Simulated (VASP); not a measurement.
## BN: single point with r2SCAN

The system is BN.

```
B N
1.0
     2.55394    0.00000    0.00000
    -1.27697    2.21178    0.00000
     0.00000    0.00000    4.22685
B N
2 2
Direct
  0.66667 0.33333 0.99972
  0.33333 0.66667 0.49972
  0.66667 0.33333 0.57796
  0.33333 0.66667 0.12528
```

This cell differs from its parent crystal: atom 3 (N) moved by (+0.000, -0.200) A along [1 1 0] and z.

```yaml
Program: VASP 6.6.1
Task: single point
Functional: r2SCAN
Potentials_or_basis: VASP PAW PBE potentials, release 64 (B_h, N_h)
Cutoff: 910 eV
k_mesh: 12 × 12 × 6
Occupations: gaussian, width 0.05 eV
Spin: no spin polarisation
Dipole_correction: no
Further_INCAR_settings: ALGO = Normal; EDIFF = 1e-06; NBANDS = 16
```

| Quantity | Value |
| --- | --- |
| Pressure | 1.9 GPa |
| Largest force | 6.073 eV/Å |
| Band gap on the k mesh | 5.80 eV (least direct gap 7.29 eV) |

Forces on the atoms (eV/Å):
```
B    0.000  0.000 -0.320
B    0.000  0.000 -2.603
N    0.000  0.000  6.073
N    0.000  0.000 -3.150
```

Stress tensor (GPa, compression positive):
```
-1.38  0.00  0.00
 0.00 -1.38  0.00
 0.00  0.00  8.51
```

Levels at points of the mesh, in eV from the valence-band top:
| k point | band 5 | band 6 | band 7 | band 8 | band 9 | band 10 | band 11 | band 12 |
| --- | --- | --- | --- | --- | --- | --- | --- | --- |
| (0.00, 0.00, 0.00) | -3.23 | -1.02 | -1.02 | 0.00 | 7.29 | 8.56 | 8.56 | 9.43 |
| (0.50, 0.00, 0.00) | -7.34 | -6.19 | -4.35 | -3.31 | 6.46 | 7.86 | 10.45 | 11.88 |
| (0.00, 0.00, 0.50) | -2.74 | -2.74 | -1.68 | -1.68 | 8.39 | 9.58 | 9.58 | 9.88 |
| (0.50, 0.00, 0.50) | -5.52 | -4.32 | -4.20 | -3.21 | 5.80 | 6.41 | 9.03 | 9.59 |

It took 5.7 min on 1 thread of Intel(R) Xeon(R) Platinum 8375C CPU @ 2.90GHz (Ice Lake), with other jobs on the host, peak memory 0.22 GiB.

Caveat: the cell differs from its parent crystal (atom 3 (N) moved by (+0.000, -0.200) A along [1 1 0] and z); the cutoff is under 1.25 times the usual one of these potentials, so pressure, stress and relaxed cells hold a basis-set (Pulay) error; the PAW data sets were made with another functional, which shifts forces and pressure a little. A k mesh can miss the band edges.
